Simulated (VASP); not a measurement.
The system is TiCo.

```
Ti Co
1.0
     2.98611    2.98611    0.00000
     2.98611    0.00000    2.98611
     2.98611    0.00000   -2.98611
Ti Co
2 2
Direct
  0.00000 0.00000 0.00000
  0.00000 0.50000 0.50000
  0.50000 0.25000 0.75000
  0.50000 0.75000 0.25000
```

Base run:

* Program: VASP 6.6.1
* Functional: PBE
* Potentials or basis: VASP PAW PBE potentials, release 64 (Ti_sv, Co)
* Cutoff: 520 eV
* k mesh: 12 × 12 × 12
* Occupations: fermi-dirac, width 0.03 eV
* Spin: collinear spin, antiferromagnetic start
* Starting moments: [0.0, 0.0, 1.0, -1.0] μB

Its results: band gap on the k mesh zero (filled and empty bands overlap); pressure -1.9 GPa.

Q: The run is repeated on the same cell with these changes: spin from collinear spin, antiferromagnetic start to no spin polarisation; further incar settings from ALGO = Normal; EDIFF = 1e-06; NBANDS = 33 to ALGO = Normal; EDIFF = 1e-07; NBANDS = 29. What comes out?

A: Band gap on the k mesh zero (band 21 reaches 10.60 eV, above the bottom of band 22 at 9.35 eV); pressure -2.9 GPa.
